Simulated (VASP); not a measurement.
# CoSn (R-3m) in VASP: notebook, part 2 of 2

VASP 6.6.1.

## Step 3: Single point, PBE, collinear spin, ferromagnetic start

INCAR

```
PREC = Accurate ; ENCUT = 520
EDIFF = 1E-6 ; ISMEAR = 0
SIGMA = 0.1 ; LREAL = F
LASPH = T ; NELM = 150
ALGO = Normal ; ISIF = 2
LWAVE = F ; LCHARG = T
ISPIN = 2 ; MAGMOM = 1.4 0
LORBIT = 11 ; LMAXMIX = 4
GGA = PE ; LELF = T
LVHAR = T ; NBANDS = 22
```

KPOINTS

```
Automatic mesh
0
Gamma
  18 18 18
```

POSCAR

```
CoSn
1.0
   -1.4818657874     -1.4818657874     -3.7072456242
   -1.4818657874     -3.7072456242     -1.4818657874
   -3.7072456242     -1.4818657874     -1.4818657874
Co Sn
1 1
Direct
    1.0000000000      1.0000000000      0.0000000000
    0.5000000000      0.5000000000      0.5000000000
```

Potentials or basis: VASP PAW PBE potentials, release 64 (Co, Sn_d).

Run with:

```console
cat potpaw_PBE.64/Co/POTCAR potpaw_PBE.64/Sn_d/POTCAR > POTCAR
mpirun -np 1 vasp_std > vasp.out
```

OUTCAR:

```text
PREC = Accurate
   ENCUT = 520
   EDIFF = 1E-6
   ISMEAR = 0
   LREAL = F
   LASPH = T
   NELM = 150
   ISIF = 2
   ISPIN = 2
   LORBIT = 11
   GGA = PE

 ion  position               nearest neighbor table
   1  0.000  0.000  0.000-   2 2.65   2 2.65   2 2.65   2 2.65   2 2.65   2 2.65
   2  0.500  0.500  0.500-   1 2.65   1 2.65   1 2.65   1 2.65   1 2.65   1 2.65

  LATTYP: Found a trigonal (rhomboedric) cell.
 ALAT       =     4.2585822220
 COS(alpha) =     0.7269273380

  Lattice vectors:

 A1 = (  -1.4818657874,  -1.4818657874,  -3.7072456242)
 A2 = (  -1.4818657874,  -3.7072456242,  -1.4818657874)
 A3 = (  -3.7072456242,  -1.4818657874,  -1.4818657874)

Analysis of symmetry for initial positions (statically):
=====================================================================
 Subroutine PRICEL returns:
 Original cell was already a primitive cell.

 Routine SETGRP: Setting up the symmetry group for a
 trigonal (rhombohedral) supercell.

 Subroutine GETGRP returns: Found 12 space group operations
 (whereof 12 operations were pure point group operations)
 out of a pool of 12 trial point group operations.

The static configuration has the point symmetry D_3d.

Analysis of symmetry for dynamics (positions and initial velocities):
=====================================================================
 Subroutine PRICEL returns:
 Original cell was already a primitive cell.

 Routine SETGRP: Setting up the symmetry group for a
 trigonal (rhombohedral) supercell.

 Subroutine GETGRP returns: Found 12 space group operations
 (whereof 12 operations were pure point group operations)
 out of a pool of 12 trial point group operations.

The dynamic configuration has the point symmetry D_3d.

Analysis of structural, dynamic, and magnetic symmetry:
=====================================================================
 Subroutine PRICEL returns:
 Original cell was already a primitive cell.

 Routine SETGRP: Setting up the symmetry group for a
 trigonal (rhombohedral) supercell.

 Subroutine GETGRP returns: Found 12 space group operations
 (whereof 12 operations were pure point group operations)
 out of a pool of 12 trial point group operations.

The overall configuration has the point symmetry D_3d.

 Subroutine INISYM returns: Found 12 space group operations
 (whereof 12 operations are pure point group operations),
 and found     1 'primitive' translations

----------------------------------------------------------------------------------------

                                     Primitive cell

  volume of cell :      33.0368

  direct lattice vectors                    reciprocal lattice vectors
    -1.481865787 -1.481865787 -3.707245624     0.099819472  0.099819472 -0.349542019
    -1.481865787 -3.707245624 -1.481865787     0.099819472 -0.349542019  0.099819472
    -3.707245624 -1.481865787 -1.481865787    -0.349542019  0.099819472  0.099819472

  length of vectors
     4.258582222  4.258582222  4.258582222     0.376971453  0.376971453  0.376971453

  position of ions in fractional coordinates (direct lattice)
     0.000000000  0.000000000  0.000000000
     0.500000000  0.500000000  0.500000000

  ion indices of the primitive-cell ions
[... 68 lines left out ...]
   ICHARG =      2    charge: 1-file 2-atom 10-const
   ISPIN  =      2    spin polarized calculation?
   LNONCOLLINEAR =      F non collinear calculations
   LSORBIT =      F    spin-orbit coupling
   LASPH  =      T    aspherical Exc in radial PAW
   ENCUT  =  520.0 eV  38.22 Ry    6.18 a.u.   7.92  7.92  7.92*2*pi/ulx,y,z
   NELM   =    150;   NELMIN=  2; NELMDL= -5     # of ELM steps
   EDIFF  = 0.1E-05   stopping-criterion for ELM
   LREAL  =      F    real-space projection
   EDIFFG = 0.1E-04   stopping-criterion for IOM
   NSW    =      0    number of steps for IOM
   IBRION =     -1    ionic relax: 0-MD 1-quasi-New 2-CG
   NFREE  =      0    steps in history (QN), initial steepest desc. (CG)
   ISIF   =      2    stress and relaxation
   ISYM   =      2    0-nonsym 1-usesym 2-fastsym
   POTIM  = 0.5000    time-step for ionic-motion
   TEBEG  =    0.0;   TEEND  =   0.0 temperature during run
   PSTRESS=    0.0 pullay stress
   NELECT =      23.0000    total number of electrons
   NUPDOWN=      -1.0000    fix difference up-down
   EMIN   =  10.00;   EMAX   =-10.00  energy-range for DOS
   EFERMI =   0.00;   METHOD = LEGACY
   ISMEAR =     0;   SIGMA  =   0.10  broadening in eV -4-tet -1-fermi 0-gaus
   EFERMI_NEDOS =   21; number of points for ismear=-14 and -15
   IALGO  =     38    algorithm
   IMIX   =      4    mixing-type and parameters
     AMIX     =   0.40;   BMIX     =  1.00
     AMIX_MAG =   1.60;   BMIX_MAG =  1.00
  volume/ion in A,a.u.               =      16.52       111.47
  Fermi-wavevector in a.u.,A,eV,Ry     =   1.450947  2.741892 28.643624  2.105247
  Thomas-Fermi vector in A             =   2.568501
   LORBIT       =     11    0 simple, 1 ext, 2 COOP (PROOUT), +10 PAW based schemes
   GGA     = PE    functional components
   LHFCALC =     F    Hartree Fock is set to
   AEXX    =    0.0000 exact exchange contribution
   IVDW    =     0    specifies the selected vdW correction
   LEPSILON=     F    determine dielectric tensor
   LRPA    =     F    only Hartree local field effects (RPA)
 spin polarized calculation
 Gauss-broadening in eV      SIGMA  =   0.10
  energy-cutoff  :      520.00
  volume of cell :       33.04
 maximum number of plane-waves:       903
   NGX = 15   NGY = 15   NGZ = 15

 number of electron      23.0000008 magnetization      -0.0041810

 number of electron      23.0000008 magnetization       0.0008771

 Free energy of the ion-electron system (eV)
  ---------------------------------------------------
  ext. energy  EPLUGINS =         0.00000000
  ---------------------------------------------------
  free energy    TOTEN  =       -10.38313416 eV

  energy without entropy =      -10.37507038  energy(sigma->0) =      -10.37910227

 E-fermi :  10.2843     XC(G=0): -12.0241

 val. band max:       10.2841932237   @ k =  -0.3333   0.2778   0.1667
 cond. band min:      10.2849768709   @ k =  -0.3889   0.5000   0.1111
 fundamental gap:      0.0007836471
 Fermi energy:        10.2842648545

 spin component 1

 k-point     1 :       0.0000    0.0000    0.0000
  band No.  band energies     occupation
      1     -11.2037      1.00000
      2     -11.2037      1.00000
      3     -11.1148      1.00000
      4     -10.9652      1.00000
      5     -10.9652      1.00000
      6      -1.4449      1.00000
[... 589 lines left out ...]
     21      28.8784      0.00000
     22      29.8460      0.00000

 [... further k-points ...]

 spin component 2

 k-point     1 :       0.0000    0.0000    0.0000
  band No.  band energies     occupation
      1     -11.2037      1.00000
      2     -11.2037      1.00000
      3     -11.1148      1.00000
      4     -10.9652      1.00000
      5     -10.9652      1.00000
      6      -1.4449      1.00000
[... 589 lines left out ...]
     21      28.8785      0.00000
     22      29.8460      0.00000

 [... further k-points ...]

------------------------ aborting loop because EDIFF is reached ----------------------------------------

  FORCE on cell =-STRESS in cart. coord.  units (eV):
  Direction    XX          YY          ZZ          XY          YZ          ZX
  --------------------------------------------------------------------------------------
  -------------------------------------------------------------------------------------
  Total        0.0003923      0.0003923      0.0003923     -0.0144386     -0.0144386     -0.0144386
  in kB        0.0190240      0.0190240      0.0190240     -0.7002269     -0.7002269     -0.7002269
  external PRESSURE =       0.0190240 kB  Pullay stress =       0.0000000 kB

 VOLUME and BASIS-vectors are now :
 -----------------------------------------------------------------------------
  energy-cutoff  :      520.00
  volume of cell :       33.04
      direct lattice vectors                 reciprocal lattice vectors
    -1.481865787 -1.481865787 -3.707245624     0.099819472  0.099819472 -0.349542019
    -1.481865787 -3.707245624 -1.481865787     0.099819472 -0.349542019  0.099819472
    -3.707245624 -1.481865787 -1.481865787    -0.349542019  0.099819472  0.099819472

 POSITION                                       TOTAL-FORCE (eV/Angst)
 -----------------------------------------------------------------------------------
      0.00000      0.00000      0.00000        -0.000000     -0.000000      0.000000
     -3.33549     -3.33549     -3.33549         0.000000      0.000000     -0.000000
 -----------------------------------------------------------------------------------
    total drift:                                0.000000     -0.000000      0.000000

  FREE ENERGIE OF THE ION-ELECTRON SYSTEM (eV)
  ---------------------------------------------------
  free  energy   TOTEN  =       -10.3831341613 eV

  energy  without entropy=      -10.3750703755  energy(sigma->0) =      -10.37910227

 total charge

# of ion       s       p       d       tot
------------------------------------------
    1        0.349   0.346   7.473   8.167
    2        1.144   1.222  10.058  12.425
--------------------------------------------------
tot          1.493   1.568  17.531  20.592

 magnetization (x)

# of ion       s       p       d       tot
------------------------------------------
    1       -0.000  -0.000   0.001   0.001
    2       -0.000  -0.000  -0.000  -0.000
--------------------------------------------------
tot         -0.000  -0.000   0.001   0.001
```

stdout:

```text
POSCAR found type information on POSCAR CoSn
 POSCAR found :  2 types and       2 ions
 scaLAPACK will be used
 LDA part: xc-table for (Slater+PW92), standard interpolation
 POSCAR, INCAR and KPOINTS ok, starting setup
 FFT: planning ... GRIDC
 FFT: planning ... GRID_SOFT
 FFT: planning ... GRID
 WAVECAR not read
 entering main loop
```

It took 33 min on 1 thread of Oxide Virtual Turin-like, shared host; peak memory 0.68 GiB.

What came out:

```yaml
Free_energy: -10.3831 eV
Pressure: 0.0 GPa
Net_moment: 0.00 μB per cell
Valence_electrons_inside_the_program's_atomic_spheres: Co 8.17; Sn 12.43
```

Stress tensor (GPa, compression positive):
```
 0.00 -0.07 -0.07
-0.07  0.00 -0.07
-0.07 -0.07  0.00
```

Caveat: spin-orbit coupling is left out, which moves the levels of the heavy elements.
